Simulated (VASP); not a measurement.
Input of a VASP 6.6.1 run:

File INCAR:

```
  ALGO = Normal
  EDIFF = 1E-6
  EDIFFG = -0.03
  ENCUT = 520
  GGA = PE
  IBRION = 2
  ISIF = 2
  ISMEAR = -1
  LASPH = True
  LCHARG = False
  LREAL = Auto
  LWAVE = False
  NELM = 60
  NSW = 80
  PREC = Accurate
  SIGMA = 0.05
```

KPOINTS

```
k-points
0
Gamma
  2 2 2
```

The input POSCAR:

```
MgAl6N8
1.0
   -3.1100000000     -5.3866780000      0.0000000000
    4.6650000000     -2.6933390000      0.0000000000
    0.0000000000      0.0000000000      4.9800000000
Al N Mg
6 8 1
Direct
    0.4961481000      0.6691035000      0.0069570000
    0.2496678000      0.1694673000     -0.0128273000
    0.2500185000      0.8290101000      0.4984640000
   -0.0052720000      0.6641632000     -0.0039071000
    0.0018417000      0.3168674000      0.5066711000
    0.7579607000      0.8397069000      0.5102496000
    0.4997363000      0.6517396000      0.3845060000
    0.4937249000      0.3315800000      0.8803896000
    0.2466243000      0.1647279000      0.3889671000
    0.2527473000      0.8454721000      0.8844354000
   -0.0001036000      0.6649440000      0.3827795000
   -0.0052724000      0.3262049000      0.8775919000
    0.7452879000      0.1666868000      0.3797062000
    0.7418322000      0.8357707000      0.8850110000
    0.7476251000      0.1662662000      0.0023322000
```

Potentials or basis: VASP PAW PBE potentials, release 64 (Al, N, Mg).

Run with:

```console
$ cat potpaw_PBE.64/Al/POTCAR potpaw_PBE.64/N/POTCAR potpaw_PBE.64/Mg/POTCAR > POTCAR
$ mpirun -np 1 vasp_std > vasp.out
```

**Question.** What does it give for the band gap on the k mesh?

**Answer.** Zero (bands 30 and 31 overlap by 0.26 eV).

**Question.** Predict the energy gained by relaxing.

**Answer.** 189.5 meV/atom.

Forces on the atoms (eV/Å):
```
Al   0.013  0.002  0.007
Al  -0.010  0.006  0.002
Al   0.013  0.008 -0.007
Al  -0.003  0.009 -0.009
Al  -0.011  0.014  0.006
Al   0.007 -0.005  0.010
N    0.023 -0.005 -0.002
N   -0.005  0.003 -0.008
N    0.003  0.005  0.000
N   -0.009 -0.014 -0.010
N    0.010 -0.006  0.004
N   -0.014  0.011 -0.004
N    0.002 -0.010  0.010
N   -0.005 -0.006 -0.010
Mg  -0.013 -0.012  0.011
```

Caveat: the k points lie up to 0.63 Å⁻¹ apart.
